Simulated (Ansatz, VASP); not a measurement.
## One calculation of Ba, two programs

```
CELL_PARAMETERS angstrom
4.27054 0.00000 0.00000
-2.13527 3.69839 0.00000
0.00000 0.00000 3.94631
ATOMIC_POSITIONS crystal
Ba 0.00000 0.00000 0.50000
```

Alike in both runs: functional PBE; k mesh 18 × 18 × 14; occupations gaussian, width 0.1 eV; no spin polarisation.

Ansatz relaxed the structure, and its values are those at the end. VASP's run is a single point on that final structure, the one shown.

|  | VASP | Ansatz |
| --- | --- | --- |
| version | VASP 6.6.1 | Ansatz 0.2.0 |
| potentials or method | VASP PAW PBE potentials, release 64 (Ba_sv), cutoff 520 eV | scalar-relativistic, plane waves, PAW |
| valence electrons in the cell | 10 | 10 |

VASP gave:

| Property | Result |
| --- | --- |
| gap on the k mesh at the Fermi level (eV) | none |
| pressure (GPa) | 0.1 |

Problem. Estimate Ansatz's values.

Solution. gap on the k mesh at the Fermi level (eV): none; pressure (GPa): 0.0.

A gap of «none» marks a metal or a gap that the smearing closes. With one functional, cell and mesh, what is left measures potentials, basis and numerics.

Spin-orbit coupling is off throughout.
